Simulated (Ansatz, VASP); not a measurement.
## Two plane-wave programs on I

The input INCAR:

```
PREC = Accurate ; ENCUT = 520
EDIFF = 1E-6 ; ISMEAR = -1
SIGMA = 0.08 ; LREAL = False
LASPH = True ; NELM = 80
ALGO = Normal ; ISIF = 2
LWAVE = False ; LCHARG = False
NBANDS = 10
```

KPOINTS

```
regular mesh
0
Gamma
  13 13 13
```

File POSCAR:

```
I
1.0
   -1.5838901111      1.5838901111      1.5838901111
    1.5838901111     -1.5838901111      1.5838901111
    1.5838901111      1.5838901111     -1.5838901111
I
1
Direct
    0.0000000000      0.0000000000      0.0000000000
```

Input for Ansatz:

```yaml
crystal:
  lattice:
    - [-1.5838901111, 1.5838901111, 1.5838901111]
    - [1.5838901111, -1.5838901111, 1.5838901111]
    - [1.5838901111, 1.5838901111, -1.5838901111]
  atoms:
    - { symbol: I, position: [0.0, 0.0, 0.0] }
kpoints:
  mp_grid: { grid: [13, 13, 13] }
scf:
  occupations: { method: fermi_dirac, width: 0.08 }
hamiltonian:
  xc: lda
  pseudopotentials: { kind: paw }
output:
  forces: true
  stress: true
  eigenvalues: true
  populations: true
```

Change from the starting cell: volume scaled by 0.5, PAW files.

Alike in both runs: task single point; functional LDA; k mesh 13 × 13 × 13; occupations fermi-dirac, width 0.08 eV; no spin polarisation.

```csv
,VASP,Ansatz
version,VASP 6.6.1,Ansatz 0.2.0
potentials or method,"VASP PAW LDA potentials, release 64 (I)","PAW with Ansatz's default frozen-core files, scalar-relativistic"
plane-wave cutoff (eV),520,420
valence electrons in the cell,7,17
```

```csv
,VASP,Ansatz,Ansatz less VASP
pressure (GPa),136.1,136.2,+0.07
```

LDA's correlation is that of Perdew and Zunger in VASP and of Perdew and Wang (1992) in Ansatz. Both programs put the cell under a high pressure, so it lies far from rest at this level. VASP's potentials hold 7 valence electrons a cell and Ansatz's 17, so a difference there can come from the potentials and not from the codes.

Neither program's run includes spin-orbit coupling. Noted on VASP's run: the cell as given lies far from equilibrium.
